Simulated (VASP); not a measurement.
# AlNi (P1) in VASP: notebook

AlNi is run at these levels: LDA; tasks: single point.

Program: VASP 6.6.1. These are calculated values, not measurements. Logs are shortened: lines on timing, memory, paths and dates and some standing lists are left out, and cuts for length are marked.

## (1) The cell of the first run

The typed cell holds 2 atoms: a = 2.870 Å, b = 2.989 Å, c = 2.874 Å, α = 91.97°, β = 89.92°, γ = 92.26°.

## (2) Single point, LDA, collinear spin, ferromagnetic start

INCAR

```
PREC     = Accurate       # precision mode
ENCUT    = 520            # plane-wave cutoff, eV
EDIFF    = 1E-6           # SCF threshold, eV
ISMEAR   = -1             # smearing method
SIGMA    = 0.1            # smearing width, eV
LREAL    = False          # projectors in reciprocal space
LASPH    = True           # aspherical terms in the spheres
NELM     = 150            # most SCF steps
ALGO     = Normal         # electronic algorithm
ISIF     = 2              # what is computed and relaxed
LWAVE    = False          # write WAVECAR
LCHARG   = True           # write CHGCAR
ISPIN    = 2              # spin polarisation
MAGMOM   = 0 1            # initial moments
LORBIT   = 11             # projections on sites
LMAXMIX  = 4              # l up to which the mixer works
LELF     = True           # ELF
LVHAR    = True         
NBANDS   = 18             # bands
```

KPOINTS

```
Automatic mesh
0
Gamma
  7 7 7
```

POSCAR

```
AlNi
1.0
    2.8691800000     -0.0578400000      0.0015600000
   -0.0578400000      2.9876700000     -0.0504200000
    0.0015600000     -0.0504200000      2.8739200000
Al Ni
1 1
Direct
    0.9977500000      0.0111100000      0.9934100000
    0.5052633545      0.4938449772      0.5032985828
```

Potentials or basis: VASP PAW LDA potentials, release 64 (Al, Ni).

On the command line:

```bash
cat potpaw_LDA.64/Al/POTCAR potpaw_LDA.64/Ni/POTCAR > POTCAR
mpirun -np 1 vasp_std > vasp.out
```

OUTCAR:

```text
PREC = Accurate
   ENCUT = 520
   EDIFF = 1E-6
   ISMEAR = -1
   LREAL = False
   LASPH = True
   NELM = 150
   ISIF = 2
   ISPIN = 2
   LORBIT = 11

 ion  position               nearest neighbor table
   1  0.998  0.011  0.993-   2 2.46   2 2.46   2 2.48   2 2.50   2 2.52   2 2.55   2 2.55   2 2.65

   2  0.505  0.494  0.503-   1 2.46   1 2.46   1 2.48   1 2.50   1 2.52   1 2.55   1 2.55   1 2.65

  LATTYP: Found a triclinic cell.
 ALAT       =     2.8697633651
 B/A-ratio  =     1.4143280932
 C/A-ratio  =     1.8013182881
 COS(alpha) =     0.0008001525
 COS(beta)  =     0.5787902523
 COS(gamma) =     0.7060299655

  Lattice vectors:

 A1 = (  -2.8691800000,   0.0578400000,  -0.0015600000)
 A2 = (  -2.8676200000,   0.0074200000,   2.8723600000)
 A3 = (  -2.9285800000,   3.0959300000,  -2.9259000000)

Analysis of symmetry for initial positions (statically):
=====================================================================
 Subroutine PRICEL returns:
 Original cell was already a primitive cell.

 Routine SETGRP: Setting up the symmetry group for a
 triclinic supercell.

 Subroutine GETGRP returns: Found  1 space group operations
 (whereof  1 operations were pure point group operations)
 out of a pool of  2 trial point group operations.

The static configuration has the point symmetry C_1 .

Analysis of symmetry for dynamics (positions and initial velocities):
=====================================================================
 Subroutine PRICEL returns:
 Original cell was already a primitive cell.

 Routine SETGRP: Setting up the symmetry group for a
 triclinic supercell.

 Subroutine GETGRP returns: Found  1 space group operations
 (whereof  1 operations were pure point group operations)
 out of a pool of  2 trial point group operations.

The dynamic configuration has the point symmetry C_1 .

Analysis of structural, dynamic, and magnetic symmetry:
=====================================================================
 Subroutine PRICEL returns:
 Original cell was already a primitive cell.

 Routine SETGRP: Setting up the symmetry group for a
 triclinic supercell.

 Subroutine GETGRP returns: Found  1 space group operations
 (whereof  1 operations were pure point group operations)
 out of a pool of  2 trial point group operations.

The overall configuration has the point symmetry C_1 .

 Subroutine INISYM returns: Found  1 space group operations
 (whereof  1 operations are pure point group operations),
 and found     1 'primitive' translations

----------------------------------------------------------------------------------------

                                     Primitive cell

  volume of cell :      24.6188

  direct lattice vectors                    reciprocal lattice vectors
     2.869180000 -0.057840000  0.001560000     0.348667725  0.006748861 -0.000070859
    -0.057840000  2.987670000 -0.050420000     0.006748861  0.334938747  0.005872496
     0.001560000 -0.050420000  2.873920000    -0.000070859  0.005872496  0.348059863

  length of vectors
     2.869763365  2.988655161  2.874362673     0.348733043  0.335058200  0.348109407

  position of ions in fractional coordinates (direct lattice)
     0.997750000  0.011110000  0.993410000
     0.505263355  0.493844977  0.503298583

  ion indices of the primitive-cell ions
   primitive index   ion index
                 1           1
                 2           2

----------------------------------------------------------------------------------------

 KPOINTS: Automatic mesh

Automatic generation of k-mesh.
 Grid dimensions read from file:
 generate k-points for:    7    7    7

 Generating k-lattice:

  Cartesian coordinates                     Fractional coordinates (reciprocal lattice)
     0.049809675  0.000964123 -0.000010123     0.142857143  0.000000000 -0.000000000
     0.000964123  0.047848392  0.000838928     0.000000000  0.142857143  0.000000000
    -0.000010123  0.000838928  0.049722838     0.000000000  0.000000000  0.142857143

  Length of vectors
     0.049819006  0.047865457  0.049729915

  Shift w.r.t. Gamma in fractional coordinates (k-lattice)
     0.000000000  0.000000000  0.000000000

 Subroutine IBZKPT returns following result:
 ===========================================

 Found    172 irreducible k-points:

 Following reciprocal coordinates:
            Coordinates               Weight
  0.000000  0.000000  0.000000      1.000000
  0.142857 -0.000000 -0.000000      2.000000
  0.285714 -0.000000 -0.000000      2.000000
  0.428571 -0.000000  0.000000      2.000000
 -0.000000  0.142857  0.000000      2.000000
  0.142857  0.142857  0.000000      2.000000
[... 16 lines left out ...]
 -0.428571  0.428571  0.000000      2.000000
 -0.285714  0.428571  0.000000      2.000000
 [... further k-points ...]
   k-points           NKPTS =    172   k-points in BZ     NKDIM =    172   number of bands    NBANDS=     18
   number of dos      NEDOS =    301   number of ions     NIONS =      2
   total plane-waves  NPLWV =  13824
   dimension x,y,z NGX =    24 NGY =   24 NGZ =   24
   dimension x,y,z NGXF=    48 NGYF=   48 NGZF=   48
   ions per type =               1   1
   NGX,Y,Z   is equivalent  to a cutoff of  13.90, 13.35, 13.88 a.u.
   NGXF,Y,Z  is equivalent  to a cutoff of  27.81, 26.70, 27.76 a.u.
 SYSTEM =  unknown system
   PREC   = accura    normal or accurate (medium, high low for compatibility)
   ISTART =      0    job   : 0-new  1-cont  2-samecut
   ICHARG =      2    charge: 1-file 2-atom 10-const
   ISPIN  =      2    spin polarized calculation?
   LNONCOLLINEAR =      F non collinear calculations
   LSORBIT =      F    spin-orbit coupling
   LASPH  =      T    aspherical Exc in radial PAW
   ENCUT  =  520.0 eV  38.22 Ry    6.18 a.u.   5.34  5.56  5.34*2*pi/ulx,y,z
   NELM   =    150;   NELMIN=  2; NELMDL= -5     # of ELM steps
   EDIFF  = 0.1E-05   stopping-criterion for ELM
   LREAL  =      F    real-space projection
   EDIFFG = 0.1E-04   stopping-criterion for IOM
   NSW    =      0    number of steps for IOM
   IBRION =     -1    ionic relax: 0-MD 1-quasi-New 2-CG
   NFREE  =      0    steps in history (QN), initial steepest desc. (CG)
   ISIF   =      2    stress and relaxation
   ISYM   =      2    0-nonsym 1-usesym 2-fastsym
   POTIM  = 0.5000    time-step for ionic-motion
   TEBEG  =    0.0;   TEEND  =   0.0 temperature during run
   PSTRESS=    0.0 pullay stress
   NELECT =      13.0000    total number of electrons
   NUPDOWN=      -1.0000    fix difference up-down
   EMIN   =  10.00;   EMAX   =-10.00  energy-range for DOS
   EFERMI =   0.00;   METHOD = LEGACY
   ISMEAR =    -1;   SIGMA  =   0.10  broadening in eV -4-tet -1-fermi 0-gaus
   EFERMI_NEDOS =   21; number of points for ismear=-14 and -15
   IALGO  =     38    algorithm
   IMIX   =      4    mixing-type and parameters
     AMIX     =   0.40;   BMIX     =  1.00
     AMIX_MAG =   1.60;   BMIX_MAG =  1.00
  volume/ion in A,a.u.               =      12.31        83.07
  Fermi-wavevector in a.u.,A,eV,Ry     =   1.323225  2.500532 23.822765  1.750924
  Thomas-Fermi vector in A             =   2.452848
   LORBIT       =     11    0 simple, 1 ext, 2 COOP (PROOUT), +10 PAW based schemes
   GGA     = CA    functional components
   LHFCALC =     F    Hartree Fock is set to
   AEXX    =    0.0000 exact exchange contribution
   IVDW    =     0    specifies the selected vdW correction
   LEPSILON=     F    determine dielectric tensor
   LRPA    =     F    only Hartree local field effects (RPA)
 spin polarized calculation
  energy-cutoff  :      520.00
  volume of cell :       24.62
 maximum number of plane-waves:       676
 NGX is ok and might be reduce to    24
   NGX = 11   NGY = 11   NGZ = 11

 number of electron      13.0000003 magnetization      -0.0012050

 number of electron      13.0000003 magnetization       0.0002779

 Free energy of the ion-electron system (eV)
  ---------------------------------------------------
  ext. energy  EPLUGINS =         0.00000000
  ---------------------------------------------------
  free energy    TOTEN  =       -12.11175437 eV

  energy without entropy =      -12.09196963  energy(sigma->0) =      -12.10186200

 E-fermi :   9.4710     XC(G=0): -12.1567

 val. band max:        9.3587235930   @ k =  -0.2857   0.4286   0.2857
 cond. band min:       9.4750476690   @ k =  -0.2857   0.2857   0.4286
 fundamental gap:      0.1163240760
 Fermi energy:         9.4709820938

 spin component 1

 k-point     1 :       0.0000    0.0000    0.0000
  band No.  band energies     occupation
      1      -1.5036      1.00000
      2       6.2492      1.00000
      3       6.2854      1.00000
      4       7.7992      1.00000
      5       7.8306      1.00000
      6       7.9752      1.00000
[... 10 lines left out ...]
     17      31.4653      0.00000
     18      33.2640      0.00000
[... 463 lines left out ...]
 k-point    24 :      -0.2857    0.4286    0.0000
  band No.  band energies     occupation
      1       2.5733      1.00000
      2       4.7970      1.00000
      3       6.8115      1.00000
      4       6.9644      1.00000
      5       7.3843      1.00000
      6       7.6225      1.00000
[... 10 lines left out ...]
     17      31.0947      0.00000
     18      33.7750      0.00000

 [... further k-points ...]

 spin component 2

 k-point     1 :       0.0000    0.0000    0.0000
  band No.  band energies     occupation
      1      -1.5036      1.00000
      2       6.2494      1.00000
      3       6.2856      1.00000
      4       7.7994      1.00000
      5       7.8307      1.00000
      6       7.9753      1.00000
[... 10 lines left out ...]
     17      31.4653      0.00000
     18      33.2639      0.00000
[... 463 lines left out ...]
 k-point    24 :      -0.2857    0.4286    0.0000
  band No.  band energies     occupation
      1       2.5732      1.00000
      2       4.7970      1.00000
      3       6.8116      1.00000
      4       6.9646      1.00000
      5       7.3844      1.00000
      6       7.6226      1.00000
[... 10 lines left out ...]
     17      31.0946      0.00000
     18      33.7751      0.00000

 [... further k-points ...]
[... 5 lines left out ...]
  --------------------------------------------------------------------------------------
  -------------------------------------------------------------------------------------
  Total       -1.6092354     -2.0805836     -1.6440440      0.5751906      0.4903587      0.0843223
  in kB     -104.7280976   -135.4031629   -106.9934177     37.4330678     31.9122542      5.4876488
  external PRESSURE =    -115.7082261 kB  Pullay stress =       0.0000000 kB

 VOLUME and BASIS-vectors are now :
 -----------------------------------------------------------------------------
  energy-cutoff  :      520.00
  volume of cell :       24.62
      direct lattice vectors                 reciprocal lattice vectors
     2.869180000 -0.057840000  0.001560000     0.348667725  0.006748861 -0.000070859
    -0.057840000  2.987670000 -0.050420000     0.006748861  0.334938747  0.005872496
     0.001560000 -0.050420000  2.873920000    -0.000070859  0.005872496  0.348059863

 POSITION                                       TOTAL-FORCE (eV/Angst)
 -----------------------------------------------------------------------------------
      2.86363     -0.07460      2.85598         0.057317     -0.198347      0.094687
      1.42191      1.42085      1.42233        -0.057317      0.198347     -0.094687
 -----------------------------------------------------------------------------------
    total drift:                               -0.000278     -0.000270     -0.000198

  FREE ENERGIE OF THE ION-ELECTRON SYSTEM (eV)
  ---------------------------------------------------
  free  energy   TOTEN  =       -12.1117543737 eV

  energy  without entropy=      -12.0919696324  energy(sigma->0) =      -12.10186200

 total charge

# of ion       s       p       d       tot
------------------------------------------
    1        0.389   0.406   0.000   0.795
    2        0.472   0.490   8.487   9.449
--------------------------------------------------
tot          0.861   0.896   8.487  10.244

 magnetization (x)

# of ion       s       p       d       tot
------------------------------------------
    1       -0.000  -0.000   0.000  -0.000
    2        0.000  -0.000   0.000   0.000
--------------------------------------------------
tot          0.000  -0.000   0.000   0.000
```

It took 36 s on 1 thread of Intel Xeon 6975P-C (Granite Rapids), shared host; peak memory 0.22 GiB.

What came out:

| Item | Value |
| --- | --- |
| Free energy | -12.1118 eV |
| Pressure | -11.6 GPa |
| Largest force | 0.227 eV/Å |
| Net moment | 0.00 μB per cell |
| Valence electrons inside the program's atomic spheres | Al 0.80; Ni 9.45 |

Forces on the atoms (eV/Å):
```
Al   0.057 -0.198  0.095
Ni  -0.057  0.198 -0.095
```

Stress tensor (GPa, compression positive):
```
-10.47   3.74   0.55
  3.74 -13.54   3.19
  0.55   3.19 -10.70
```

## (3) Single point, LDA, collinear spin, ferromagnetic start

INCAR

```
PREC = Accurate
ENCUT = 520
EDIFF = 1E-7
ISMEAR = -1
SIGMA = 0.1
LREAL = False
LASPH = True
NELM = 150
ALGO = Normal
ISIF = 2
LWAVE = False
LCHARG = False
ISPIN = 2
MAGMOM = 0 1
LORBIT = 11
LMAXMIX = 4
GGA = CA
NBANDS = 18
```

KPOINTS

```
regular mesh
0
Gamma
  7 7 7
```

Changes to POSCAR since step 2:

```diff
@@ -9,2 +9,2 @@
     0.9977500000      0.0111100000      0.9934100000
-    0.5052633545      0.4938449772      0.5032985828
+    0.4913166455      0.4935750228      0.5033014172
```

Potentials or basis: VASP PAW LDA potentials, release 64 (Al, Ni).

On the command line:

```bash
cat potpaw_LDA.64/Al/POTCAR potpaw_LDA.64/Ni/POTCAR > POTCAR
mpirun -np 1 vasp_std > vasp.out
```

Run time: 38 s. Hardware: 1 thread of Intel Xeon 6975P-C (Granite Rapids), shared host; peak memory 0.22 GiB.

Results (log left out):

```yaml
Free_energy: -12.1103 eV
Pressure: -11.5 GPa
Largest_force: 0.286 eV/Å
Net_moment: 0.00 μB per cell
Valence_electrons_inside_the_program's_atomic_spheres: Al 0.80; Ni 9.45
```

Forces in eV/Å, atoms in the order of the input:
```
Al  -0.130 -0.237  0.091
Ni   0.130  0.237 -0.091
```

Stress tensor (GPa, compression positive):
```
-10.45   4.00   0.44
  4.00 -13.52   3.17
  0.44   3.17 -10.65
```

Levels at points of the mesh, in eV from the Fermi level:
Spin up:
```
           k point  band 2  band 3  band 4  band 5  band 6  band 7  band 8  band 9  band 10  band 11
(0.00, 0.00, 0.00)   -3.22   -3.19   -1.67   -1.64   -1.49    4.36    5.70    5.77     7.82     8.21
```
Spin down:
```tsv
k point	band 4	band 5	band 6	band 7	band 8	band 9
(0.00, 0.00, 0.00)	-1.67	-1.64	-1.49	4.36	5.70	5.77
```
